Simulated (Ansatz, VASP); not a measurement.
**Si4Ge: VASP beside Ansatz**

INCAR

```
SYSTEM = Si4Ge
PREC = Accurate
ENCUT = 600
EDIFF = 1E-6
ISMEAR = 0
SIGMA = 0.01
LREAL = .False.
LASPH = .True.
NELM = 80
ALGO = Normal
ISIF = 3
LWAVE = .False.
LCHARG = .False.
GGA = PE
IBRION = 2
NSW = 80
EDIFFG = -0.001
```

Contents of KPOINTS:

```
Automatic mesh
0
Gamma
  6 6 6
  0 0 0
```

Contents of POSCAR:

```
Si4Ge
1.0
   -4.3638782353      4.3638782353      2.7601142906
    4.3638782353     -4.3638782353      2.7601142906
    4.3638782353      4.3638782353     -2.7601142906
Si Ge
8 2
Direct
    0.3930972474      0.1965664301      0.6002657873
    0.5428314601      0.6430972474      0.6965308173
    0.3569027526      0.0534335699      0.8997342127
    0.9465664301      0.8463006428      0.3034691827
    0.2071685399      0.6069027526      0.8034691827
    0.1536993572      0.4571685399      0.1002657873
    0.8034335699      0.4036993572      0.1965308173
    0.5963006428      0.7928314601      0.3997342127
    0.0000000000      0.0000000000      0.0000000000
    0.7500000000      0.2500000000      0.5000000000
```

Input for Ansatz:

```yaml
crystal:
  lattice:
    - [-4.3638782353, 4.3638782353, 2.7601142906]
    - [4.3638782353, -4.3638782353, 2.7601142906]
    - [4.3638782353, 4.3638782353, -2.7601142906]
  atoms:
    - { symbol: Si, position: [0.3930972474, 0.1965664301, 0.6002657873] }
    - { symbol: Si, position: [0.5428314601, 0.6430972474, 0.6965308173] }
    - { symbol: Si, position: [0.3569027526, 0.0534335699, 0.8997342127] }
    - { symbol: Si, position: [0.9465664301, 0.8463006428, 0.3034691827] }
    - { symbol: Si, position: [0.2071685399, 0.6069027526, 0.8034691827] }
    - { symbol: Si, position: [0.1536993572, 0.4571685399, 0.1002657873] }
    - { symbol: Si, position: [0.8034335699, 0.4036993572, 0.1965308173] }
    - { symbol: Si, position: [0.5963006428, 0.7928314601, 0.3997342127] }
    - { symbol: Ge, position: [0.0, 0.0, 0.0] }
    - { symbol: Ge, position: [0.75, 0.25, 0.5] }
basis:
  ecutwfc: 420
kpoints:
  mp_grid: { grid: [6, 6, 6] }
hamiltonian:
  xc: pbe
scf:
  occupations: { method: fixed }
output:
  forces: true
  stress: true
  eigenvalues: true
relax:
  adjacent_minimum: "off"
  f_tol: 0.001
  max_steps: 60
  cell: { stress_tol: 0.01 }
```

Alike in both runs: task relaxation of cell and atoms; functional PBE; k mesh 6 × 6 × 6; no spin polarisation.

|  | VASP | Ansatz |
| --- | --- | --- |
| version | VASP 6.6.1 | Ansatz 0.2.0 |
| potentials or method | VASP PAW PBE potentials, release 64 (Si, Ge_d), cutoff 600 eV | scalar-relativistic, plane waves, PAW |
| occupations | gaussian, width 0.01 eV | fixed |
| valence electrons in the cell | 60 | 60 |

|  | VASP | Ansatz | Ansatz less VASP |
| --- | --- | --- | --- |
| gap on the k mesh at the Fermi level, each at its own relaxed structure (eV) | 0.72 | 0.72 | -0.001 |
| relaxed volume (Å³/atom) | 21.01 | 21.02 | +0.019 |
| relaxed cell length with the largest relative difference (Å) | 6.758 | 6.761 | +0.0021 |
